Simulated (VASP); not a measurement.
Set up this calculation in VASP 6.6.1, as the native input.

```
Task                   : single point
Functional             : r2SCAN
Potentials or basis    : VASP PAW PBE potentials, release 64 (Ru_pv)
Cutoff                 : 550 eV
k mesh                 : 13 × 13 × 7
Occupations            : gaussian, width 0.05 eV
Spin                   : no spin polarisation
Dipole correction      : no
Further INCAR settings : ALGO = Normal; EDIFF = 1e-06; NBANDS = 21
```

Crystal: Ru.

```
CELL_PARAMETERS angstrom
2.70580 0.00000 0.00000
-1.35290 2.34329 0.00000
0.00000 0.00000 4.28190
ATOMIC_POSITIONS crystal
Ru 0.33333 0.66667 0.25000
Ru 0.66667 0.33333 0.75000
```

These files were run (other wordings do the same):

POSCAR

```
Ru
1.0
    2.7058000000      0.0000000000      0.0000000000
   -1.3529000000      2.3432915400      0.0000000000
    0.0000000000      0.0000000000      4.2819000000
Ru
2
Direct
    0.3333333333      0.6666666667      0.2500000000
    0.6666666667      0.3333333333      0.7500000000
```

INCAR.step1

```
ALGO = Normal ; EDIFF = 1E-5
ENCUT = 550 ; GGA = PE
GGA_COMPAT = F ; ISMEAR = 0
LASPH = T ; LCHARG = F
LREAL = F ; LWAVE = T
NBANDS = 21 ; NELM = 120
PREC = Accurate ; SIGMA = 0.05
```

INCAR.step2

```
ALGO = Normal ; EDIFF = 1E-6
ENCUT = 550 ; GGA_COMPAT = F
ISIF = 2 ; ISMEAR = 0
ISTART = 1 ; LASPH = T
LCHARG = F ; LMIXTAU = T
LREAL = F ; LWAVE = F
METAGGA = R2SCAN ; NBANDS = 21
NELM = 120 ; PREC = Accurate
SIGMA = 0.05
```

KPOINTS

```
k-points
0
Gamma
  13 13 7
```

Potentials or basis: VASP PAW PBE potentials, release 64 (Ru_pv).

Run with:

```console
$ cat potpaw_PBE.64/Ru_pv/POTCAR > POTCAR
$ cp INCAR.step1 INCAR
$ mpirun -np 1 vasp_std > vasp.out
$ cp INCAR.step2 INCAR
$ mpirun -np 1 vasp_std > vasp.out
```

Results of the run:

```yaml
Pressure: -0.7 GPa
Band_gap_on_the_k_mesh: zero (band 14 reaches 14.25 eV, above the bottom of band 15 at 11.13 eV)
```

Caveat: the PAW data sets were made with another functional, which shifts forces and pressure a little.

Run time: 110 s on 1 thread of AMD EPYC 9R45 96-Core Processor (Zen 5) (shared host), peak memory 0.15 GiB.
